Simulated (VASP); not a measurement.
# Mg8O9 (a cell with a defect) in VASP: single point with PBEsol

Aim: the single point of Mg8O9 (a cell with a defect) with PBEsol.

Everything below comes from runs of VASP 6.6.1. Logs are shortened: lines on timing, memory, paths and dates and some standing lists are left out, and cuts for length are marked.

### Step 1. The cell of the first run

The cell holds a defect, 17 atoms: a = 5.501 Å, b = 5.501 Å, c = 5.501 Å, α = 60.00°, β = 60.00°, γ = 60.00°.

### Step 2. Single point, PBEsol, collinear spin

INCAR

```
SYSTEM = Mg8O9
PREC = Accurate
ENCUT = 620
EDIFF = 1E-6
ISMEAR = 0
SIGMA = 0.05
LREAL = Auto
LASPH = .TRUE.
NELM = 200
ALGO = Normal
ISIF = 2
LWAVE = .FALSE.
LCHARG = .FALSE.
ISPIN = 2
MAGMOM = 0 0 0 0 0 0 0 0 0 0 0 0 0 0 0 0 1
LORBIT = 11
GGA = PS
NBANDS = 85
GGA_COMPAT = .FALSE.
```

KPOINTS

```
Automatic mesh
0
G
  2 2 2
  0 0 0
```

POSCAR

```
Mg8O9
1.0
    0.0000000000      3.8900000000      3.8900000000
    3.8900000000      0.0000000000      3.8900000000
    3.8900000000      3.8900000000      0.0000000000
Mg O
8 9
Direct
   -0.0247074819      0.0180617232     -0.0324657683
    0.0047038014     -0.0191667656      0.4808332344
   -0.0119761994      0.4975617833     -0.0024382167
   -0.0247074819      0.4675342317      0.5180617232
    0.5102067328      0.0179492269     -0.0323772231
    0.4975716761     -0.0120014677      0.4879985323
    0.4807970953      0.5047386610      0.0047386610
    0.5102067328      0.4676227769      0.5179492269
    0.2427569371      0.2427864266      0.2427967239
    0.2428518397      0.2427736918      0.7427736918
    0.3643142599      0.7427666867      0.2427666867
    0.2427569371      0.7427967239      0.7427864266
    0.7427794928      0.2428214693      0.2428017815
    0.7425557491      0.2429530932      0.7429530932
    0.7426552140      0.7427796725      0.2427796725
    0.7427794928      0.7428017815      0.7428214693
    1.1209088324      0.7427653349      1.2427653349
```

Potentials or basis: VASP PAW PBE potentials, release 64 (Mg_sv, O).

Launch:

```sh
cat potpaw_PBE.64/Mg_sv/POTCAR potpaw_PBE.64/O/POTCAR > POTCAR
mpirun -np 1 vasp_std > vasp.out
```

OUTCAR:

```text
SYSTEM = Mg8O9
   PREC = Accurate
   ENCUT = 620
   EDIFF = 1E-6
   ISMEAR = 0
   LREAL = Auto
   LASPH = .TRUE.
   NELM = 200
   ISIF = 2
   ISPIN = 2
   LORBIT = 11
   GGA = PS

 ion  position               nearest neighbor table
   1  0.975  0.018  0.968-  17 1.71  14 1.78  10 1.92  12 1.95  13 1.95  15 1.98
   2  0.005  0.981  0.481-  13 1.95  16 1.95   9 1.95  12 1.95  11 1.97  17 1.97  14 2.04
   3  0.988  0.498  0.998-  15 1.91  12 1.95   9 1.95  13 1.95  16 1.95  10 1.98
   4  0.975  0.468  0.518-  17 1.71  14 1.78  10 1.92   9 1.95  16 1.95  15 1.98
   5  0.510  0.018  0.968-  11 1.71  14 1.78  10 1.92  16 1.95   9 1.95  15 1.98
   6  0.498  0.988  0.488-  15 1.91  12 1.95   9 1.95  13 1.95  16 1.95  10 1.98
   7  0.481  0.505  0.005-   9 1.95  12 1.95  13 1.95  16 1.95  11 1.97  17 1.97  14 2.04
   8  0.510  0.468  0.518-  11 1.71  14 1.78  10 1.92  13 1.95  12 1.95  15 1.98
   9  0.243  0.243  0.243-   3 1.95   6 1.95   7 1.95   2 1.95   5 1.95   4 1.95
  10  0.243  0.243  0.743-   5 1.92   8 1.92   1 1.92   4 1.92   6 1.98   3 1.98
  11  0.364  0.743  0.243-  17 1.34   5 1.71   8 1.71   7 1.97   2 1.97
  12  0.243  0.743  0.743-   3 1.95   6 1.95   7 1.95   2 1.95   8 1.95   1 1.95
  13  0.743  0.243  0.243-   3 1.95   6 1.95   2 1.95   7 1.95   8 1.95   1 1.95
  14  0.743  0.243  0.743-   1 1.78   4 1.78   5 1.78   8 1.78   7 2.04   2 2.04
  15  0.743  0.743  0.243-   3 1.91   6 1.91   5 1.98   8 1.98   4 1.98   1 1.98
  16  0.743  0.743  0.743-   3 1.95   6 1.95   2 1.95   7 1.95   5 1.95   4 1.95
  17  0.121  0.743  0.243-  11 1.34   4 1.71   1 1.71   7 1.97   2 1.97

  LATTYP: Found a face centered cubic cell.
 ALAT       =     7.7800000000

  Lattice vectors:

 A1 = (   0.0000000000,   3.8900000000,   3.8900000000)
 A2 = (   3.8900000000,   0.0000000000,   3.8900000000)
 A3 = (   3.8900000000,   3.8900000000,   0.0000000000)

Analysis of symmetry for initial positions (statically):
=====================================================================
 Subroutine PRICEL returns:
 Original cell was already a primitive cell.

 Routine SETGRP: Setting up the symmetry group for a
 face centered cubic supercell.

 Subroutine GETGRP returns: Found  2 space group operations
 (whereof  1 operations were pure point group operations)
 out of a pool of 48 trial point group operations.

The static configuration has the point symmetry C_1 .
 The point group associated with its full space group is C_1h.

Analysis of symmetry for dynamics (positions and initial velocities):
=====================================================================
 Subroutine PRICEL returns:
 Original cell was already a primitive cell.

 Routine SETGRP: Setting up the symmetry group for a
 face centered cubic supercell.

 Subroutine GETGRP returns: Found  2 space group operations
 (whereof  1 operations were pure point group operations)
 out of a pool of 48 trial point group operations.

The dynamic configuration has the point symmetry C_1 .
 The point group associated with its full space group is C_1h.

Analysis of structural, dynamic, and magnetic symmetry:
=====================================================================
 Subroutine PRICEL returns:
 Original cell was already a primitive cell.

 Routine SETGRP: Setting up the symmetry group for a
 face centered cubic supercell.

 Subroutine GETGRP returns: Found  2 space group operations
 (whereof  1 operations were pure point group operations)
 out of a pool of 48 trial point group operations.

The overall configuration has the point symmetry C_1 .
 The point group associated with its full space group is C_1h.

 Subroutine INISYM returns: Found  2 space group operations
 (whereof  1 operations are pure point group operations),
 and found     1 'primitive' translations

----------------------------------------------------------------------------------------

                                     Primitive cell

  volume of cell :     117.7277

  direct lattice vectors                    reciprocal lattice vectors
     0.000000000  3.890000000  3.890000000    -0.128534704  0.128534704  0.128534704
     3.890000000  0.000000000  3.890000000     0.128534704 -0.128534704  0.128534704
     3.890000000  3.890000000  0.000000000     0.128534704  0.128534704 -0.128534704

  length of vectors
     5.501290758  5.501290758  5.501290758     0.222628639  0.222628639  0.222628639

  position of ions in fractional coordinates (direct lattice)
     0.975292518  0.018061723  0.967534232
[... 76 lines left out ...]
   ions per type =               8   9
   NGX,Y,Z   is equivalent  to a cutoff of  14.51, 14.51, 14.51 a.u.
   NGXF,Y,Z  is equivalent  to a cutoff of  29.01, 29.01, 29.01 a.u.
 SYSTEM =  Mg8O9
   PREC   = accura    normal or accurate (medium, high low for compatibility)
   ISTART =      0    job   : 0-new  1-cont  2-samecut
   ICHARG =      2    charge: 1-file 2-atom 10-const
   ISPIN  =      2    spin polarized calculation?
   LNONCOLLINEAR =      F non collinear calculations
   LSORBIT =      F    spin-orbit coupling
   LASPH  =      T    aspherical Exc in radial PAW
   ENCUT  =  620.0 eV  45.57 Ry    6.75 a.u.  11.17 11.17 11.17*2*pi/ulx,y,z
   NELM   =    200;   NELMIN=  2; NELMDL= -5     # of ELM steps
   EDIFF  = 0.1E-05   stopping-criterion for ELM
   LREAL  =      T    real-space projection
   EDIFFG = 0.1E-04   stopping-criterion for IOM
   NSW    =      0    number of steps for IOM
[... 5 lines left out ...]
   TEBEG  =    0.0;   TEEND  =   0.0 temperature during run
   PSTRESS=    0.0 pullay stress
   NELECT =     134.0000    total number of electrons
   NUPDOWN=      -1.0000    fix difference up-down
   EMIN   =  10.00;   EMAX   =-10.00  energy-range for DOS
   EFERMI =   0.00;   METHOD = LEGACY
   ISMEAR =     0;   SIGMA  =   0.05  broadening in eV -4-tet -1-fermi 0-gaus
   EFERMI_NEDOS =   21; number of points for ismear=-14 and -15
   IALGO  =     38    algorithm
   IMIX   =      4    mixing-type and parameters
     AMIX     =   0.40;   BMIX     =  1.00
     AMIX_MAG =   1.60;   BMIX_MAG =  1.00
  volume/ion in A,a.u.               =       6.93        46.73
  Fermi-wavevector in a.u.,A,eV,Ry     =   1.709294  3.230098 39.751962  2.921687
  Thomas-Fermi vector in A             =   2.787804
   LORBIT       =     11    0 simple, 1 ext, 2 COOP (PROOUT), +10 PAW based schemes
   GGA     = PS    functional components
   LHFCALC =     F    Hartree Fock is set to
   AEXX    =    0.0000 exact exchange contribution
   IVDW    =     0    specifies the selected vdW correction
   LEPSILON=     F    determine dielectric tensor
   LRPA    =     F    only Hartree local field effects (RPA)
 spin polarized calculation
 Gauss-broadening in eV      SIGMA  =   0.05
  energy-cutoff  :      620.00
  volume of cell :      117.73
 maximum number of plane-waves:      4140
 NGX is ok and might be reduce to    48
   NGX = 23   NGY = 23   NGZ = 23

 number of electron     134.0000004 magnetization       0.0000037

 number of electron     134.0000004 magnetization      -0.0000095

 Free energy of the ion-electron system (eV)
  ---------------------------------------------------
  ext. energy  EPLUGINS =         0.00000000
  ---------------------------------------------------
  free energy    TOTEN  =       -92.04300572 eV

  energy without entropy =      -92.04300572  energy(sigma->0) =      -92.04300572

 E-fermi :   7.1975     XC(G=0): -13.1808

 val. band max:        6.7212257713   @ k =   0.0000   0.5000   0.5000
 cond. band min:      12.5427986349   @ k =   0.0000   0.0000   0.0000
 fundamental gap:      5.8215728636
 Fermi energy:         7.1975241640

 spin component 1

 k-point     1 :       0.0000    0.0000    0.0000
  band No.  band energies     occupation
      1     -66.2334      1.00000
      2     -66.2308      1.00000
      3     -65.7136      1.00000
      4     -65.6953      1.00000
      5     -65.6899      1.00000
      6     -65.6858      1.00000
[... 481 lines left out ...]
     78      18.1013      0.00000
     79      18.1122      0.00000
 Fermi energy:         7.1975241640

 spin component 2

 k-point     1 :       0.0000    0.0000    0.0000
  band No.  band energies     occupation
      1     -66.2334      1.00000
      2     -66.2308      1.00000
      3     -65.7136      1.00000
      4     -65.6953      1.00000
      5     -65.6899      1.00000
      6     -65.6858      1.00000
[... 481 lines left out ...]
     78      18.1013      0.00000
     79      18.1122      0.00000
 [bands above 79 left out]

------------------------ aborting loop because EDIFF is reached ----------------------------------------

  FORCE on cell =-STRESS in cart. coord.  units (eV):
  Direction    XX          YY          ZZ          XY          YZ          ZX
  --------------------------------------------------------------------------------------
  -------------------------------------------------------------------------------------
  Total       53.9906872     77.8970832     77.8970832      0.0072881      1.2220448      0.0072879
  in kB      734.7686836   1060.1149977   1060.1149977      0.0991853     16.6310206      0.0991821
  external PRESSURE =     951.6662264 kB  Pullay stress =       0.0000000 kB

 VOLUME and BASIS-vectors are now :
 -----------------------------------------------------------------------------
  energy-cutoff  :      620.00
  volume of cell :      117.73
      direct lattice vectors                 reciprocal lattice vectors
     0.000000000  3.890000000  3.890000000    -0.128534704  0.128534704  0.128534704
     3.890000000  0.000000000  3.890000000     0.128534704 -0.128534704  0.128534704
     3.890000000  3.890000000  0.000000000     0.128534704  0.128534704 -0.128534704

 POSITION                                       TOTAL-FORCE (eV/Angst)
 -----------------------------------------------------------------------------------
      3.83397      7.55760      3.86415        -0.000136     -0.031715      0.005321
      5.68588      1.88874      3.83374         0.056136      0.000792      0.000792
      5.81603      7.72393      5.77893         0.009029      0.000131      0.000131
      3.83397      5.80915      5.61260        -0.000136      0.005321     -0.031715
      3.83388      5.74876      2.05453         0.000470     -0.005562      0.030876
      5.74163      3.83387      5.77887        -0.007543      0.000554      0.000554
[... 9 lines left out ...]
      5.77907      5.77899      5.77891        -0.003483     -0.002373     -0.000507
      3.83371      1.41469      3.35969         0.003660     -0.265924     -0.265924
 -----------------------------------------------------------------------------------
    total drift:                               -0.001789     -0.003307     -0.003307

  FREE ENERGIE OF THE ION-ELECTRON SYSTEM (eV)
  ---------------------------------------------------
  free  energy   TOTEN  =       -92.0430057216 eV

  energy  without entropy=      -92.0430057216  energy(sigma->0) =      -92.04300572

 total charge

# of ion       s       p       d       tot
------------------------------------------
    1        2.110   6.090   0.100   8.299
    2        2.089   6.053   0.077   8.219
    3        2.093   6.058   0.075   8.227
    4        2.110   6.090   0.100   8.299
    5        2.110   6.090   0.100   8.299
    6        2.093   6.058   0.075   8.227
[... 9 lines left out ...]
   16        1.542   3.702   0.000   5.244
   17        1.604   3.705   0.000   5.309
--------------------------------------------------
tot         30.825  82.001   0.704 113.530

 magnetization (x)

# of ion       s       p       d       tot
------------------------------------------
    1       -0.000  -0.000  -0.000  -0.000
    2       -0.000   0.000   0.000   0.000
    3        0.000  -0.000  -0.000  -0.000
    4       -0.000  -0.000  -0.000  -0.000
    5       -0.000   0.000   0.000   0.000
    6        0.000  -0.000  -0.000  -0.000
[... 9 lines left out ...]
   16       -0.000  -0.000   0.000  -0.000
   17        0.000   0.000   0.000   0.000
--------------------------------------------------
tot         -0.000   0.000   0.000  -0.000
```

It took 9.3 min on 1 thread of Intel Xeon Platinum 8175M at 2.50GHz (Skylake/Cascade Lake), shared host; peak memory 0.44 GiB.

What came out:

```
Free energy                                           : -92.0430 eV
Pressure                                              : 95.2 GPa
Largest force                                         : 0.386 eV/Å
Band gap on the k mesh                                : 5.82 eV
Net moment                                            : 0.00 μB per cell
Valence electrons inside the program's atomic spheres : Mg 8.30, 8.22, 8.23 (each value once); O 5.24, 5.31, 5.35, 5.25 (each value once)
```

Forces on the atoms (eV/Å):
```
Mg   0.000 -0.032  0.005
Mg   0.056  0.001  0.001
Mg   0.009  0.000  0.000
Mg   0.000  0.005 -0.032
Mg   0.000 -0.006  0.031
Mg  -0.008  0.001  0.001
Mg  -0.051  0.000  0.000
Mg   0.000  0.031 -0.006
O    0.002  0.003 -0.005
O    0.001 -0.007 -0.007
O    0.002  0.273  0.273
O    0.002 -0.005  0.003
O   -0.003 -0.001 -0.002
O   -0.013  0.000  0.000
O    0.003  0.004  0.004
O   -0.003 -0.002 -0.001
O    0.004 -0.266 -0.266
```

Caveat: the k points lie up to 0.70 Å⁻¹ apart; the PAW data sets were made with another functional, which shifts forces and pressure a little.
